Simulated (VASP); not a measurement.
# Sn4F (Im-3m) in VASP: a series of runs

The runs below take Sn4F through single point, relaxation of cell and atoms, with PBE.

All numbers are computed with VASP 6.6.1; they aren't measurements. Logs are shortened: lines on timing, memory, paths and dates and some standing lists are left out, and cuts for length are marked.

## Step 1: The cell of the first run

Symmetry: Im-3m, No. 229, cubic system. The conventional cell has a = 6.298 Å, b = 6.298 Å, c = 6.298 Å, α = 90.00°, β = 90.00°, γ = 90.00°. Within 3.6 Å of Sn (site symmetry -3m) lie 2 F at 2.73 Å and 6 Sn at 3.15 Å. Within 3.6 Å of F (site symmetry m-3m) lie 8 Sn at 2.73 Å.

The cell was generated, and may not be a known phase.

## Step 2: Single point, PBE

File INCAR:

```
ALGO = Normal
EDIFF = 1E-6
ENCUT = 520
GGA = PE
ISIF = 2
ISMEAR = 0
LASPH = T
LCHARG = F
LREAL = F
LWAVE = F
NBANDS = 40
NELM = 60
PREC = Accurate
SIGMA = 0.1
```

File KPOINTS:

```
k-points
0
Gamma
  4 4 4
```

File POSCAR:

```
Sn4F
1.0
   -3.1487879300      3.1487879300      3.1487879300
    3.1487879300     -3.1487879300      3.1487879300
    3.1487879300      3.1487879300     -3.1487879300
Sn F
4 1
Direct
    0.0000000000      0.0000000000      0.5000000000
    0.5000000000      0.0000000000      0.0000000000
    0.0000000000      0.5000000000      0.0000000000
    0.5000000000      0.5000000000      0.5000000000
    0.0000000000      0.0000000000      0.0000000000
```

Potentials or basis: VASP PAW PBE potentials, release 64 (Sn_d, F).

The run is started by

```
> cat potpaw_PBE.64/Sn_d/POTCAR potpaw_PBE.64/F/POTCAR > POTCAR
> mpirun -np 1 vasp_std > vasp.out
```

OUTCAR:

```text
EDIFF = 1E-6
   ENCUT = 520
   GGA = PE
   ISIF = 2
   ISMEAR = 0
   LASPH = T
   LREAL = F
   NELM = 60
   PREC = Accurate

 ion  position               nearest neighbor table
   1  0.000  0.000  0.500-   5 2.73   5 2.73   4 3.15   2 3.15   3 3.15   3 3.15   2 3.15   4 3.15

   2  0.500  0.000  0.000-   5 2.73   5 2.73   4 3.15   1 3.15   4 3.15   3 3.15   1 3.15   3 3.15

   3  0.000  0.500  0.000-   5 2.73   5 2.73   4 3.15   1 3.15   2 3.15   1 3.15   4 3.15   2 3.15

   4  0.500  0.500  0.500-   5 2.73   5 2.73   3 3.15   1 3.15   2 3.15   3 3.15   1 3.15   2 3.15

   5  0.000  0.000  0.000-   1 2.73   2 2.73   3 2.73   4 2.73   1 2.73   3 2.73   2 2.73   4 2.73

  LATTYP: Found a body centered cubic cell.
 ALAT       =     6.2975758600

  Lattice vectors:

 A1 = (  -3.1487879300,   3.1487879300,   3.1487879300)
 A2 = (   3.1487879300,  -3.1487879300,   3.1487879300)
 A3 = (   3.1487879300,   3.1487879300,  -3.1487879300)

Analysis of symmetry for initial positions (statically):
=====================================================================
 Subroutine PRICEL returns:
 Original cell was already a primitive cell.

 Routine SETGRP: Setting up the symmetry group for a
 body centered cubic supercell.

 Subroutine GETGRP returns: Found 48 space group operations
 (whereof 48 operations were pure point group operations)
 out of a pool of 48 trial point group operations.

The static configuration has the point symmetry O_h .

Analysis of symmetry for dynamics (positions and initial velocities):
=====================================================================
 Subroutine PRICEL returns:
 Original cell was already a primitive cell.

 Routine SETGRP: Setting up the symmetry group for a
 body centered cubic supercell.

 Subroutine GETGRP returns: Found 48 space group operations
 (whereof 48 operations were pure point group operations)
 out of a pool of 48 trial point group operations.

The dynamic configuration has the point symmetry O_h .

 Subroutine INISYM returns: Found 48 space group operations
 (whereof 48 operations are pure point group operations),
 and found     1 'primitive' translations

----------------------------------------------------------------------------------------

                                     Primitive cell

  volume of cell :     124.8792

  direct lattice vectors                    reciprocal lattice vectors
    -3.148787930  3.148787930  3.148787930     0.000000000  0.158791259  0.158791259
     3.148787930 -3.148787930  3.148787930     0.158791259  0.000000000  0.158791259
     3.148787930  3.148787930 -3.148787930     0.158791259  0.158791259  0.000000000

  length of vectors
     5.453860677  5.453860677  5.453860677     0.224564752  0.224564752  0.224564752

  position of ions in fractional coordinates (direct lattice)
     0.000000000  0.000000000  0.500000000
     0.500000000  0.000000000  0.000000000
     0.000000000  0.500000000  0.000000000
     0.500000000  0.500000000  0.500000000
     0.000000000  0.000000000  0.000000000

  ion indices of the primitive-cell ions
   primitive index   ion index
                 1           1
                 2           2
                 3           3
                 4           4
                 5           5

----------------------------------------------------------------------------------------

 KPOINTS: k-points

Automatic generation of k-mesh.
 Grid dimensions read from file:
 generate k-points for:    4    4    4

 Generating k-lattice:

  Cartesian coordinates                     Fractional coordinates (reciprocal lattice)
     0.000000000  0.039697815  0.039697815     0.250000000  0.000000000  0.000000000
     0.039697815  0.000000000  0.039697815     0.000000000  0.250000000  0.000000000
     0.039697815  0.039697815  0.000000000     0.000000000  0.000000000  0.250000000

  Length of vectors
     0.056141188  0.056141188  0.056141188

  Shift w.r.t. Gamma in fractional coordinates (k-lattice)
     0.000000000  0.000000000  0.000000000

 Subroutine IBZKPT returns following result:
 ===========================================

 Found      8 irreducible k-points:

 Following reciprocal coordinates:
            Coordinates               Weight
  0.000000  0.000000  0.000000      1.000000
  0.250000  0.000000  0.000000     12.000000
  0.500000  0.000000  0.000000      6.000000
  0.250000  0.250000  0.000000     24.000000
  0.250000  0.250000  0.250000      2.000000
 -0.250000  0.250000  0.250000      6.000000
  0.500000  0.500000  0.250000     12.000000
  0.500000  0.500000  0.500000      1.000000
   k-points           NKPTS =      8   k-points in BZ     NKDIM =      8   number of bands    NBANDS=     40
   number of dos      NEDOS =    301   number of ions     NIONS =      5
   total plane-waves  NPLWV =  74088
   dimension x,y,z NGX =    42 NGY =   42 NGZ =   42
   dimension x,y,z NGXF=    84 NGYF=   84 NGZF=   84
   ions per type =               4   1
   NGX,Y,Z   is equivalent  to a cutoff of  12.80, 12.80, 12.80 a.u.
   NGXF,Y,Z  is equivalent  to a cutoff of  25.61, 25.61, 25.61 a.u.
 SYSTEM =  unknown system
   PREC   = accura    normal or accurate (medium, high low for compatibility)
   ISTART =      0    job   : 0-new  1-cont  2-samecut
   ICHARG =      2    charge: 1-file 2-atom 10-const
   ISPIN  =      1    spin polarized calculation?
   LNONCOLLINEAR =      F non collinear calculations
   LSORBIT =      F    spin-orbit coupling
   LASPH  =      T    aspherical Exc in radial PAW
   ENCUT  =  520.0 eV  38.22 Ry    6.18 a.u.  10.14 10.14 10.14*2*pi/ulx,y,z
   NELM   =     60;   NELMIN=  2; NELMDL= -5     # of ELM steps
   EDIFF  = 0.1E-05   stopping-criterion for ELM
   LREAL  =      F    real-space projection
   EDIFFG = 0.1E-04   stopping-criterion for IOM
   NSW    =      0    number of steps for IOM
   IBRION =     -1    ionic relax: 0-MD 1-quasi-New 2-CG
   NFREE  =      0    steps in history (QN), initial steepest desc. (CG)
   ISIF   =      2    stress and relaxation
   ISYM   =      2    0-nonsym 1-usesym 2-fastsym
   POTIM  = 0.5000    time-step for ionic-motion
   TEBEG  =    0.0;   TEEND  =   0.0 temperature during run
   PSTRESS=    0.0 pullay stress
   NELECT =      63.0000    total number of electrons
   NUPDOWN=      -1.0000    fix difference up-down
   EMIN   =  10.00;   EMAX   =-10.00  energy-range for DOS
   EFERMI =   0.00;   METHOD = LEGACY
   ISMEAR =     0;   SIGMA  =   0.10  broadening in eV -4-tet -1-fermi 0-gaus
   EFERMI_NEDOS =   21; number of points for ismear=-14 and -15
   IALGO  =     38    algorithm
   IMIX   =      4    mixing-type and parameters
     AMIX     =   0.40;   BMIX     =  1.00
     AMIX_MAG =   1.60;   BMIX_MAG =  1.00
  volume/ion in A,a.u.               =      24.98       168.55
  Fermi-wavevector in a.u.,A,eV,Ry     =   1.303242  2.462770 23.108661  1.698439
  Thomas-Fermi vector in A             =   2.434257
   LORBIT       =      0    0 simple, 1 ext, 2 COOP (PROOUT), +10 PAW based schemes
   GGA     = PE    functional components
   LHFCALC =     F    Hartree Fock is set to
   AEXX    =    0.0000 exact exchange contribution
   IVDW    =     0    specifies the selected vdW correction
   LEPSILON=     F    determine dielectric tensor
   LRPA    =     F    only Hartree local field effects (RPA)
 non-spin polarized calculation
 Gauss-broadening in eV      SIGMA  =   0.10
  energy-cutoff  :      520.00
  volume of cell :      124.88
 maximum number of plane-waves:      3396
 NGX is ok and might be reduce to    42
   NGX = 21   NGY = 21   NGZ = 21

 number of electron      62.9999990 magnetization

 Free energy of the ion-electron system (eV)
  ---------------------------------------------------
  ext. energy  EPLUGINS =         0.00000000
  ---------------------------------------------------
  free energy    TOTEN  =       -18.63319292 eV

  energy without entropy =      -18.61557888  energy(sigma->0) =      -18.62438590

 E-fermi :   6.7767     XC(G=0):  -9.9803

 val. band max:        6.6901854362   @ k =   0.2500   0.2500   0.0000
 cond. band min:       6.8059153878   @ k =   0.5000   0.5000   0.5000
 fundamental gap:      0.1157299516
 Fermi energy:         6.7767484435

 k-point     1 :       0.0000    0.0000    0.0000
  band No.  band energies     occupation
      1     -16.8265      2.00000
      2     -14.8579      2.00000
      3     -14.8579      2.00000
      4     -14.7248      2.00000
      5     -14.7248      2.00000
      6     -14.7248      2.00000
[... 32 lines left out ...]
     39      12.2508      0.00000
     40      12.4334      0.00000

 k-point     2 :       0.2500    0.0000    0.0000
  band No.  band energies     occupation
      1     -16.8007      2.00000
      2     -14.8369      2.00000
      3     -14.8054      2.00000
      4     -14.7430      2.00000
      5     -14.6979      2.00000
      6     -14.6969      2.00000
[... 32 lines left out ...]
     39      12.5454      0.00000
     40      13.7868      0.00000

 k-point     3 :       0.5000    0.0000    0.0000
  band No.  band energies     occupation
      1     -16.7741      2.00000
      2     -14.7895      2.00000
      3     -14.7876      2.00000
      4     -14.7080      2.00000
      5     -14.6895      2.00000
      6     -14.6874      2.00000
[... 32 lines left out ...]
     39      13.2336      0.00000
     40      13.4879      0.00000

 k-point     4 :       0.2500    0.2500    0.0000
  band No.  band energies     occupation
      1     -16.7741      2.00000
      2     -14.7957      2.00000
      3     -14.7374      2.00000
      4     -14.7359      2.00000
      5     -14.7262      2.00000
      6     -14.6945      2.00000
[... 32 lines left out ...]
     39      12.1953      0.00000
     40      12.6717      0.00000

 k-point     5 :       0.2500    0.2500    0.2500
  band No.  band energies     occupation
      1     -16.7738      2.00000
      2     -14.6770      2.00000
      3     -14.6770      2.00000
      4     -14.6770      2.00000
      5     -14.6743      2.00000
      6     -14.6743      2.00000
[... 32 lines left out ...]
     39       8.9386      0.00000
     40      10.4284      0.00000

 k-point     6 :      -0.2500    0.2500    0.2500
  band No.  band energies     occupation
      1     -16.7747      2.00000
      2     -14.8487      2.00000
      3     -14.7666      2.00000
      4     -14.7666      2.00000
      5     -14.7498      2.00000
      6     -14.6855      2.00000
[... 32 lines left out ...]
     39      12.8574      0.00000
     40      12.8574      0.00000

 k-point     7 :       0.5000    0.5000    0.2500
  band No.  band energies     occupation
      1     -16.7479      2.00000
      2     -14.8182      2.00000
      3     -14.8173      2.00000
      4     -14.7871      2.00000
      5     -14.7250      2.00000
      6     -14.7069      2.00000
[... 32 lines left out ...]
     39      12.9287      0.00000
     40      13.6095      0.00000

 k-point     8 :       0.5000    0.5000    0.5000
  band No.  band energies     occupation
      1     -16.7210      2.00000
      2     -14.8402      2.00000
      3     -14.8402      2.00000
      4     -14.8402      2.00000
      5     -14.7345      2.00000
      6     -14.7345      2.00000
[... 32 lines left out ...]
     39      13.8253      0.00000
     40      13.8258      0.00000

------------------------ aborting loop because EDIFF is reached ----------------------------------------

  FORCE on cell =-STRESS in cart. coord.  units (eV):
  Direction    XX          YY          ZZ          XY          YZ          ZX
  --------------------------------------------------------------------------------------
  -------------------------------------------------------------------------------------
  Total        1.4504645      1.4504645      1.4504645      0.0000000     -0.0000000      0.0000000
  in kB       18.6091898     18.6091898     18.6091898      0.0000000     -0.0000000      0.0000000
  external PRESSURE =      18.6091898 kB  Pullay stress =       0.0000000 kB

 VOLUME and BASIS-vectors are now :
 -----------------------------------------------------------------------------
  energy-cutoff  :      520.00
  volume of cell :      124.88
      direct lattice vectors                 reciprocal lattice vectors
    -3.148787930  3.148787930  3.148787930     0.000000000  0.158791259  0.158791259
     3.148787930 -3.148787930  3.148787930     0.158791259  0.000000000  0.158791259
     3.148787930  3.148787930 -3.148787930     0.158791259  0.158791259  0.000000000

 POSITION                                       TOTAL-FORCE (eV/Angst)
 -----------------------------------------------------------------------------------
      1.57439      1.57439     -1.57439         0.000000      0.000000      0.000000
     -1.57439      1.57439      1.57439        -0.000000     -0.000000      0.000000
      1.57439     -1.57439      1.57439         0.000000     -0.000000     -0.000000
      1.57439      1.57439      1.57439         0.000000      0.000000      0.000000
      0.00000      0.00000      0.00000        -0.000000      0.000000     -0.000000
 -----------------------------------------------------------------------------------
    total drift:                               -0.000000     -0.000000      0.000000

  FREE ENERGIE OF THE ION-ELECTRON SYSTEM (eV)
  ---------------------------------------------------
  free  energy   TOTEN  =       -18.6331929155 eV

  energy  without entropy=      -18.6155788806  energy(sigma->0) =      -18.62438590
```

Run time: 27 s. Hardware: 1 thread of Intel Xeon 6975P-C (Granite Rapids), shared host; peak memory 0.25 GiB.

What came out:

| Property | Result |
| --- | --- |
| Free energy | -18.6332 eV |
| Pressure | 1.9 GPa |
| Band gap on the k mesh | zero (an odd number of electrons rules out a gap without spin polarisation) |

Caveat: spin-orbit coupling is left out, which moves the levels of the heavy elements.

(Part 1 of 2 ends here.)

The gap in the log of VASP goes by the Fermi energy; the results here count the filled bands.